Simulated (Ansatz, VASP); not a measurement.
**In3Se: VASP beside Ansatz**

INCAR

```
SYSTEM = In3Se
ALGO = Normal
EDIFF = 1E-6
ENCUT = 520
GGA = PE
ISIF = 2
ISMEAR = 0
IVDW = 12
LASPH = .TRUE.
LCHARG = .FALSE.
LREAL = .FALSE.
LWAVE = .FALSE.
NBANDS = 30
NELM = 80
PREC = Accurate
SIGMA = 0.15
```

KPOINTS

```
k-points
0
G
  10 10 10
  0 0 0
```

The input POSCAR:

```
In3Se
1.0
    4.7008968791      0.0000000000      0.0000000000
    0.0000000000      4.7008968791      0.0293806055
    0.0000000000      0.0293806055      4.7008968791
In Se
3 1
Direct
    0.0000000000      0.5000000000      0.5000000000
    0.5000000000      0.0000000000      0.5000000000
    0.5000000000      0.5000000000      0.0000000000
    0.0000000000      0.0000000000      0.0000000000
```

Input for Ansatz:

```yaml
crystal:
  lattice:
    - [4.7008968689, 0.0, 0.0]
    - [0.0, 4.7008968689, 0.0293806054]
    - [0.0, 0.0293806054, 4.7008968689]
  atoms:
    - { symbol: In, position: [0.0, 0.5, 0.5] }
    - { symbol: In, position: [0.5, 0.0, 0.5] }
    - { symbol: In, position: [0.5, 0.5, 0.0] }
    - { symbol: Se, position: [0.0, 0.0, 0.0] }
basis:
  ecutwfc: 420
kpoints:
  mp_grid: { grid: [10, 10, 10] }
hamiltonian:
  xc: pbe
  dispersion: d3bj
scf:
  occupations: { method: gaussian, width: 0.15 }
output:
  forces: true
  stress: true
  eigenvalues: true
```

Change from the starting cell: strain +0.0125 x Voigt [0, 0, 0, 1, 0, 0], atoms carried along.

Alike in both runs: task single point; functional PBE; dispersion D3(BJ); k mesh 10 × 10 × 10; occupations gaussian, width 0.15 eV; no spin polarisation.

|  | VASP | Ansatz |
| --- | --- | --- |
| version | VASP 6.6.1 | Ansatz 0.2.0 |
| potentials or method | VASP PAW PBE potentials, release 64 (In_d, Se), cutoff 520 eV | scalar-relativistic, plane waves, PAW |
| valence electrons in the cell | 45 | 55 |

|  | VASP | Ansatz | Ansatz less VASP |
| --- | --- | --- | --- |
| gap on the k mesh at the Fermi level (eV) | none | none | - |
| pressure (GPa) | 0.0 | 0.0 | +0.02 |
| traceless stress, the component that is largest in VASP (GPa) | -0.11 | -0.11 | 0.000 |

A gap of «none» marks a metal or a gap that the smearing closes. VASP's potentials hold 45 valence electrons a cell and Ansatz's 55, so a difference there can come from the potentials and not from the codes.
